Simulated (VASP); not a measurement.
Crystal: Ga.

```
Ga
1.0
    -1.69835    1.69835    1.69835
     1.69835   -1.69835    1.69835
     1.69835    1.69835   -1.69835
Ga
1
Direct
  0.00000 0.00000 0.00000
```

```yaml
Program: VASP 6.6.1
Task: relaxation of cell and atoms
Functional: PBEsol
Potentials_or_basis: VASP PAW PBE potentials, release 64 (Ga_d)
Cutoff: 500 eV
k_mesh: 13 × 13 × 13
Occupations: fermi-dirac, width 0.1 eV
Spin: no spin polarisation
```

At the start: pressure -4.2 GPa; volume 19.59 Å³/atom.

Q: How do energy, volume and symmetry change on relaxing?

A: Over 11 steps the energy falls by 22.3 meV/atom and the volume is 18.03 Å³/atom (-8.0 %); space group Im-3m (No. 229, to 0.05 Å).

The path:
```tsv
step	energy change (eV)	largest force (eV/Å)	pressure (GPa)	volume (Å³)
1	0.0000	0.0000	-4.16	19.59
2	-0.0220	0.0000	-0.55	18.19
3	-0.0223	0.0000	0.11	18.03
4	-0.0223	0.0000	-0.20	18.06
5	-0.0223	0.0000	-0.15	18.05
6	-0.0223	0.0000	-0.12	18.05
7	-0.0223	0.0000	-0.13	18.05
8	-0.0223	0.0000	-0.12	18.04
9	-0.0223	0.0000	-0.11	18.04
10	-0.0223	0.0000	-0.10	18.04
11	-0.0223	0.0000	-0.07	18.03
```

Final structure:
```cif
data_structure
_symmetry_space_group_name_H-M 'P 1'
_symmetry_Int_Tables_number 1
_cell_length_a 2.8612
_cell_length_b 2.8612
_cell_length_c 2.8612
_cell_angle_alpha 109.471
_cell_angle_beta 109.471
_cell_angle_gamma 109.471
_cell_volume 18.03
loop_
_atom_site_label
_atom_site_type_symbol
_atom_site_fract_x
_atom_site_fract_y
_atom_site_fract_z
_atom_site_occupancy
Ga1 Ga 0.00000 0.00000 0.00000 1
```

Caveat: the PAW data sets were made with another functional, which shifts forces and pressure a little.
